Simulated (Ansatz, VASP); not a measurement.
**SnO2: VASP beside Ansatz**

The input INCAR:

```
SYSTEM = SnO2
  PREC = Accurate
  ENCUT = 520
  EDIFF = 1E-6
  ISMEAR = 0
  SIGMA = 0.05
  LREAL = .False.
  LASPH = .True.
  NELM = 60
  ALGO = Normal
  ISIF = 2
  LWAVE = .False.
  LCHARG = .False.
  GGA = PE
  NBANDS = 35
```

Contents of KPOINTS:

```
Automatic mesh
0
Gamma
  6 6 8
  0 0 0
```

The input POSCAR:

```
SnO2
1.0
    4.9075720859      0.0000000000      0.0000000000
    0.0000000000      4.9075859756      0.0000000000
    0.0000000000      0.0000000000      3.1334847768
Sn O
2 4
Direct
    0.5000000000      0.5000000000      0.5000000000
    0.0000000000      0.0000000000      0.0000000000
    0.2919258790      0.2919837714      0.0000000000
    0.7919258790      0.2080162286      0.5000000000
    0.2080741210      0.7919837714      0.5000000000
    0.7080741210      0.7080162286      0.0000000000
```

Input for Ansatz:

```yaml
crystal:
  lattice:
    - [4.9075720859, 0.0, 0.0]
    - [0.0, 4.9075859756, 0.0]
    - [0.0, 0.0, 3.1334847768]
  atoms:
    - { symbol: Sn, position: [0.5, 0.5, 0.5] }
    - { symbol: Sn, position: [0.0, 0.0, 0.0] }
    - { symbol: O, position: [0.291925879, 0.2919837714, 0.0] }
    - { symbol: O, position: [0.791925879, 0.2080162286, 0.5] }
    - { symbol: O, position: [0.208074121, 0.7919837714, 0.5] }
    - { symbol: O, position: [0.708074121, 0.7080162286, 0.0] }
basis:
  ecutwfc: 520.0
kpoints:
  mp_grid: { grid: [6, 6, 8] }
hamiltonian:
  xc: pbe
  pseudopotentials: { kind: paw, azcp: { folder: soft_1 } }
scf:
  occupations: { method: gaussian, width: 0.05 }
output:
  forces: true
  stress: true
  eigenvalues: true
```

Alike in both runs: task single point; functional PBE; k mesh 6 × 6 × 8; occupations gaussian, width 0.05 eV; no spin polarisation.

|  | VASP | Ansatz |
| --- | --- | --- |
| version | VASP 6.6.1 | Ansatz 0.2.0 |
| potentials or method | VASP PAW PBE potentials, release 64 (Sn_d, O), cutoff 520 eV | scalar-relativistic, plane waves, PAW |
| valence electrons in the cell | 52 | 52 |

Ansatz gave:

| Item | Value |
| --- | --- |
| gap on the k mesh at the Fermi level (eV) | 0.35 |
| least direct gap on the mesh (eV) | 0.35 |
| pressure (GPa) | -0.2 |
| traceless stress, the component that is largest in VASP (GPa) | 5.51 |
| rms of the force components (eV/Å) | 0.814 |

Question: Which values does VASP return?

Answer: gap on the k mesh at the Fermi level (eV): 0.33; least direct gap on the mesh (eV): 0.33; pressure (GPa): 0.4; traceless stress, the component that is largest in VASP (GPa): 5.53; rms of the force components (eV/Å): 0.815.

Atom by atom the forces differ by 0.001 eV/Å (rms over components).
